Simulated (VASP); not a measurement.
# ScAl7N8 (P3m1) in VASP: further runs, part 2 of 2

VASP 6.6.1. The steps go on from the part before.

### Step 3. Single point, PBE

This run uses another cell than the first one, of 11.04 Å³/atom.

INCAR

```
SYSTEM = ScAl7N8
ALGO     = Normal         ! electronic algorithm
EDIFF    = 1E-6           ! SCF threshold, eV
ENCUT    = 520            ! plane-wave cutoff, eV
GGA      = PE             ! functional
ISIF     = 2              ! what is computed and relaxed
ISMEAR   = 0              ! smearing method
LASPH    = .TRUE.         ! aspherical terms in the spheres
LCHARG   = .FALSE.        ! write CHGCAR
LREAL    = Auto         
LWAVE    = .FALSE.        ! write WAVECAR
NBANDS   = 94             ! bands
NELM     = 100            ! most SCF steps
PREC     = Accurate       ! precision mode
SIGMA    = 0.01           ! smearing width, eV
```

KPOINTS

```
k-points
0
G
  4 4 3
  0 0 0
```

POSCAR

```
ScAl7N8
1.0
    6.3708267696      0.0000000000      0.0000000000
   -3.1854133848      5.5172978255      0.0000000000
    0.0000000000      0.0000000000     10.0493724481
Al Sc N
14 2 16
Direct
    0.3365166372      0.1634833628      0.2504457176
    0.3365166372      0.1634833628      0.7504457176
    0.1680144279      0.8340072139     -0.0007976343
    0.3365166372      0.6730332743      0.2504457176
    0.1680144279      0.8340072139      0.4992023657
    0.3365166372      0.6730332743      0.7504457176
    0.6659927861      0.3319855721     -0.0007976343
    0.8269667257      0.1634833628      0.2504457176
    0.6659927861      0.3319855721      0.4992023657
    0.8269667257      0.1634833628      0.7504457176
    0.6659927861      0.8340072139     -0.0007976343
    0.8333333333      0.6666666667      0.2488336788
    0.6659927861      0.8340072139      0.4992023657
    0.8333333333      0.6666666667      0.7488336788
    0.1666666667      0.3333333333     -0.0045858749
    0.1666666667      0.3333333333      0.4954141251
    0.1666666667      0.3333333333      0.2075786093
    0.3440087289      0.1559912711      0.4387450226
    0.1666666667      0.3333333333      0.7075786093
    0.3440087289      0.1559912711      0.9387450226
    0.1653019692      0.8326509846      0.1900414752
    0.3440087289      0.6880174578      0.4387450226
    0.1653019692      0.8326509846      0.6900414752
    0.3440087289      0.6880174578      0.9387450226
    0.6673490154      0.3346980308      0.1900414752
    0.8119825422      0.1559912711      0.4387450226
    0.6673490154      0.3346980308      0.6900414752
    0.8119825422      0.1559912711      0.9387450226
    0.6673490154      0.8326509846      0.1900414752
    0.8333333333      0.6666666667      0.4408698436
    0.6673490154      0.8326509846      0.6900414752
    0.8333333333      0.6666666667      0.9408698436
```

Potentials or basis: VASP PAW PBE potentials, release 64 (Al, Sc_sv, N).

Run with:

```console
> cat potpaw_PBE.64/Al/POTCAR potpaw_PBE.64/Sc_sv/POTCAR potpaw_PBE.64/N/POTCAR > POTCAR
> mpirun -np 1 vasp_std > vasp.out
```

OUTCAR:

```text
SYSTEM = ScAl7N8
   EDIFF = 1E-6
   ENCUT = 520
   GGA = PE
   ISIF = 2
   ISMEAR = 0
   LASPH = .TRUE.
   LREAL = Auto
   NELM = 100
   PREC = Accurate

 ion  position               nearest neighbor table
   1  0.337  0.163  0.250-  18 1.89  17 1.92  21 1.92  25 1.92   5 3.09   9 3.09  16 3.09   3 3.11
                             7 3.11   4 3.12   8 3.12  15 3.18  12 3.19  12 3.19   4 3.25   8 3.25
   2  0.337  0.163  0.750-  20 1.89  19 1.92  23 1.92  27 1.92   3 3.09   7 3.09  15 3.09   5 3.11
                             9 3.11   6 3.12  10 3.12  16 3.18  14 3.19  14 3.19   6 3.25  10 3.25
   3  0.168  0.834  0.999-  24 1.88  20 1.88  21 1.92  32 1.94   2 3.09   6 3.09   1 3.11   4 3.11
                            12 3.11  14 3.12   7 3.17  11 3.17  15 3.19  15 3.19   7 3.20  11 3.20
   4  0.337  0.673  0.250-  22 1.89  17 1.92  29 1.92  21 1.92   5 3.09  13 3.09  16 3.09   3 3.11
                            11 3.11   8 3.12   1 3.12  15 3.18  12 3.19  12 3.19   1 3.25   8 3.25
   5  0.168  0.834  0.499-  22 1.88  18 1.88  23 1.92  30 1.94   1 3.09   4 3.09   2 3.11   6 3.11
                            14 3.11  12 3.12   9 3.17  13 3.17  16 3.19  16 3.19   9 3.20  13 3.20
   6  0.337  0.673  0.750-  24 1.89  19 1.92  31 1.92  23 1.92   3 3.09  11 3.09  15 3.09  13 3.11
                             5 3.11  10 3.12   2 3.12  16 3.18  14 3.19  14 3.19   2 3.25  10 3.25
   7  0.666  0.332  0.999-  28 1.88  20 1.88  25 1.92  32 1.94  10 3.09   2 3.09   8 3.11   1 3.11
                            12 3.11  14 3.12   3 3.17  11 3.17  15 3.19  15 3.19  11 3.20   3 3.20
   8  0.827  0.163  0.250-  26 1.89  17 1.92  29 1.92  25 1.92  13 3.09   9 3.09  16 3.09  11 3.11
                             7 3.11   4 3.12   1 3.12  15 3.18  12 3.19  12 3.19   4 3.25   1 3.25
   9  0.666  0.332  0.499-  26 1.88  18 1.88  27 1.92  30 1.94   8 3.09   1 3.09  10 3.11   2 3.11
[... 38 lines left out ...]
 A1 = (   6.3708267696,   0.0000000000,   0.0000000000)
 A2 = (  -3.1854133848,   5.5172978255,   0.0000000000)
 A3 = (   0.0000000000,   0.0000000000,  10.0493724481)

Analysis of symmetry for initial positions (statically):
=====================================================================
 Subroutine PRICEL returns following result:

  LATTYP: Found a hexagonal cell.
 ALAT       =     6.3708267696
 C/A-ratio  =     0.7887023782

  Lattice vectors:

 A1 = (   6.3708267696,   0.0000000000,   0.0000000000)
 A2 = (  -3.1854133848,   5.5172978255,   0.0000000000)
 A3 = (   0.0000000000,   0.0000000000,   5.0246862240)

[... 184 lines left out ...]
 NGX is ok and might be reduce to    48
   NGX = 23   NGY = 23   NGZ = 37

 number of electron     144.0000018 magnetization

 Free energy of the ion-electron system (eV)
  ---------------------------------------------------
  ext. energy  EPLUGINS =         0.00000000
  ---------------------------------------------------
  free energy    TOTEN  =      -243.05544216 eV

  energy without entropy =     -243.05544216  energy(sigma->0) =     -243.05544216

 E-fermi :   5.5943     XC(G=0): -10.8040

 val. band max:        5.4602413211   @ k =   0.0000   0.0000   0.0000
 cond. band min:       9.3526259326   @ k =   0.0000   0.0000   0.0000
 fundamental gap:      3.8923846115
 Fermi energy:         5.5943169450

 k-point     1 :       0.0000    0.0000    0.0000
  band No.  band energies     occupation
      1     -41.3143      2.00000
      2     -41.3142      2.00000
      3     -20.1205      2.00000
      4     -20.1205      2.00000
      5     -20.1199      2.00000
      6     -20.1199      2.00000
[... 772 lines left out ...]
     83      11.4470      0.00000
     84      11.7491      0.00000
 [bands above 84 left out]

------------------------ aborting loop because EDIFF is reached ----------------------------------------

  FORCE on cell =-STRESS in cart. coord.  units (eV):
  Direction    XX          YY          ZZ          XY          YZ          ZX
  --------------------------------------------------------------------------------------
  -------------------------------------------------------------------------------------
  Total        0.9432956      0.9432956      3.0924431      0.0000000      0.0000000      0.0000000
  in kB        4.2785558      4.2785558     14.0265589      0.0000000      0.0000000      0.0000000
  external PRESSURE =       7.5278902 kB  Pullay stress =       0.0000000 kB

 VOLUME and BASIS-vectors are now :
 -----------------------------------------------------------------------------
  energy-cutoff  :      520.00
  volume of cell :      353.23
      direct lattice vectors                 reciprocal lattice vectors
     6.370826770  0.000000000  0.000000000     0.156965499  0.090624073  0.000000000
    -3.185413385  5.517297826  0.000000000     0.000000000  0.181248146  0.000000000
     0.000000000  0.000000000 10.049372448     0.000000000  0.000000000  0.099508701

 POSITION                                       TOTAL-FORCE (eV/Angst)
 -----------------------------------------------------------------------------------
      1.62313      0.90199      2.51682         0.001539     -0.000889     -0.000165
      1.62313      0.90199      7.54151         0.001539     -0.000889     -0.000165
     -1.58627      4.60147     10.04136         0.001887      0.001090      0.002131
      0.00000      3.71333      2.51682         0.000000      0.001777     -0.000165
     -1.58627      4.60147      5.01667         0.001887      0.001090      0.002131
      0.00000      3.71333      7.54151         0.000000      0.001777     -0.000165
[... 24 lines left out ...]
      1.59923      4.59398      6.93448         0.000882     -0.000509     -0.002564
      3.18541      3.67820      9.45515        -0.000000     -0.000000      0.002589
 -----------------------------------------------------------------------------------
    total drift:                                0.000002     -0.000003      0.015727

  FREE ENERGIE OF THE ION-ELECTRON SYSTEM (eV)
  ---------------------------------------------------
  free  energy   TOTEN  =      -243.0554421557 eV

  energy  without entropy=     -243.0554421557  energy(sigma->0) =     -243.05544216
```

stdout:

```text
POSCAR found type information on POSCAR AlScN
 POSCAR found :  3 types and      32 ions
 scaLAPACK will be used
 LDA part: xc-table for (Slater+PW92), standard interpolation
 POSCAR, INCAR and KPOINTS ok, starting setup
 FFT: planning ... GRIDC
 FFT: planning ... GRID_SOFT
 FFT: planning ... GRID
 WAVECAR not read
 entering main loop
```

Wall time 12 min (1 thread of Oxide Virtual Turin-like, shared host); peak memory 0.51 GiB.

Results:

```
Free energy            : -243.0554 eV
Pressure               : 0.8 GPa
Largest force          : 0.069 eV/Å
Band gap on the k mesh : 3.89 eV
```

Forces on the atoms (eV/Å):
```
Al   0.002 -0.001  0.000
Al   0.002 -0.001  0.000
Al   0.002  0.001  0.002
Al   0.000  0.002  0.000
Al   0.002  0.001  0.002
Al   0.000  0.002  0.000
Al   0.000 -0.002  0.002
Al  -0.002 -0.001  0.000
Al   0.000 -0.002  0.002
Al  -0.002 -0.001  0.000
Al  -0.002  0.001  0.002
Al   0.000  0.000 -0.002
Al  -0.002  0.001  0.002
Al   0.000  0.000 -0.002
Sc   0.000  0.000  0.018
Sc   0.000  0.000  0.018
N    0.000  0.000  0.044
N    0.057 -0.033 -0.020
N    0.000  0.000  0.044
N    0.057 -0.033 -0.020
N   -0.001 -0.001 -0.003
N    0.000  0.066 -0.020
N   -0.001 -0.001 -0.003
N    0.000  0.066 -0.020
N    0.000  0.001 -0.003
N   -0.057 -0.033 -0.020
N    0.000  0.001 -0.003
N   -0.057 -0.033 -0.020
N    0.001 -0.001 -0.003
N    0.000  0.000  0.003
N    0.001 -0.001 -0.003
N    0.000  0.000  0.003
```

Levels at points of the mesh, in eV from the valence-band top:
```tsv
k point	band 69	band 70	band 71	band 72	band 73	band 74	band 75	band 76
(0.00, 0.00, 0.00)	-0.34	-0.32	-0.32	0.00	3.89	4.52	4.52	4.59
(0.50, 0.00, 0.00)	-0.24	-0.17	-0.15	-0.12	4.48	4.76	4.83	5.04
```

A k mesh can miss the band edges.

### Step 4. Single point, PBE

This run uses another cell than the first one, of 11.09 Å³/atom.

INCAR

```
SYSTEM = ScAl7N8
ALGO = Normal ; EDIFF = 1E-6
ENCUT = 520 ; GGA = PE
ISIF = 2 ; ISMEAR = 0
LASPH = .True. ; LCHARG = .False.
LREAL = Auto ; LWAVE = .False.
NBANDS = 94 ; NELM = 80
PREC = Accurate ; SIGMA = 0.01
```

KPOINTS

```
k-points
0
Gamma
  4 4 3
  0 0 0
```

POSCAR

```
ScAl7N8
1.0
    6.3708267696      0.0000000000      0.0000000000
   -3.1854133848      5.5172978255      0.0000000000
    0.0000000000      0.0000000000     10.0998718071
Al Sc N
14 2 16
Direct
    0.3364800000      0.1635200000      0.2507310712
    0.3364800000      0.1635200000      0.7507310712
    0.1680861870      0.8340430935     -0.0006220761
    0.3364800000      0.6729600001      0.2507310712
    0.1680861870      0.8340430935      0.4993779239
    0.3364800000      0.6729600001      0.7507310712
    0.6659569065      0.3319138130     -0.0006220761
    0.8270399999      0.1635200000      0.2507310712
    0.6659569065      0.3319138130      0.4993779239
    0.8270399999      0.1635200000      0.7507310712
    0.6659569065      0.8340430935     -0.0006220761
    0.8333333333      0.6666666667      0.2489959229
    0.6659569065      0.8340430935      0.4993779239
    0.8333333333      0.6666666667      0.7489959229
    0.1666666667      0.3333333333     -0.0039578964
    0.1666666667      0.3333333333      0.4960421036
    0.1666666667      0.3333333333      0.2073657961
    0.3439228839      0.1560771161      0.4384514245
    0.1666666667      0.3333333333      0.7073657961
    0.3439228839      0.1560771161      0.9384514245
    0.1653590971      0.8326795485      0.1897697936
    0.3439228839      0.6878457678      0.4384514245
    0.1653590971      0.8326795485      0.6897697936
    0.3439228839      0.6878457678      0.9384514245
    0.6673204515      0.3346409029      0.1897697936
    0.8121542322      0.1560771161      0.4384514245
    0.6673204515      0.3346409029      0.6897697936
    0.8121542322      0.1560771161      0.9384514245
    0.6673204515      0.8326795485      0.1897697936
    0.8333333333      0.6666666667      0.4406055380
    0.6673204515      0.8326795485      0.6897697936
    0.8333333333      0.6666666667      0.9406055380
```

Run with:

```console
> cat potpaw_PBE.64/Al/POTCAR potpaw_PBE.64/Sc_sv/POTCAR potpaw_PBE.64/N/POTCAR > POTCAR
> mpirun -np 1 vasp_std > vasp.out
```

Run time: 11 min. Hardware: 1 thread of Oxide Virtual Turin-like, shared host; peak memory 0.5 GiB.

The run converged. Its results:

| Item | Value |
| --- | --- |
| Free energy | -243.0638 eV |
| Pressure | -0.1 GPa |
| Largest force | 0.068 eV/Å |
| Band gap on the k mesh | 3.88 eV |

Forces on the atoms (eV/Å):
```
Al  -0.001  0.000  0.001
Al  -0.001  0.000  0.001
Al   0.001  0.000 -0.002
Al   0.000 -0.001  0.001
Al   0.001  0.000 -0.002
Al   0.000 -0.001  0.001
Al   0.000 -0.001 -0.002
Al   0.001  0.000  0.001
Al   0.000 -0.001 -0.002
Al   0.001  0.000  0.001
Al  -0.001  0.000 -0.002
Al   0.000  0.000  0.002
Al  -0.001  0.000 -0.002
Al   0.000  0.000  0.002
Sc   0.000  0.000  0.015
Sc   0.000  0.000  0.015
N    0.000  0.000  0.045
N    0.056 -0.032 -0.019
N    0.000  0.000  0.045
N    0.056 -0.032 -0.019
N    0.000  0.000 -0.002
N    0.000  0.065 -0.019
N    0.000  0.000 -0.002
N    0.000  0.065 -0.019
N    0.000  0.000 -0.002
N   -0.056 -0.032 -0.019
N    0.000  0.000 -0.002
N   -0.056 -0.032 -0.019
N    0.000  0.000 -0.002
N    0.000  0.000  0.004
N    0.000  0.000 -0.002
N    0.000  0.000  0.004
```

Levels at points of the mesh, in eV from the valence-band top:
```tsv
k point	band 69	band 70	band 71	band 72	band 73	band 74	band 75	band 76
(0.00, 0.00, 0.00)	-0.30	-0.28	-0.28	0.00	3.88	4.55	4.55	4.60
(0.50, 0.00, 0.00)	-0.20	-0.14	-0.14	-0.08	4.51	4.79	4.84	5.05
```

A k mesh can miss the band edges.

### Step 5. Summary

| cell | gap on the mesh (eV) | pressure (GPa) | largest force (eV/Å) |
| --- | --- | --- | --- |
| a = 6.339, b = 6.339, c = 10.100 Å, angles 90.0, 90.0, 120.0°, 32 atoms, atomic positions A | 3.99 | 1.8 | 0.07 |
| a = 6.371, b = 6.371, c = 10.049 Å, angles 90.0, 90.0, 120.0°, 32 atoms, atomic positions B | 3.89 | 0.8 | 0.07 |
| a = 6.371, b = 6.371, c = 10.100 Å, angles 90.0, 90.0, 120.0°, 32 atoms, atomic positions C | 3.88 | -0.1 | 0.07 |

Alike in all rows: task single point; level PBE; potentials or basis VASP PAW PBE potentials, release 64 (Al, Sc_sv, N); no spin polarisation; k mesh 4 × 4 × 3; cutoff (eV) 520; smearing gaussian 0.01 eV.

Total energies depend on the potentials used, so only differences within one code and one set of settings carry meaning.
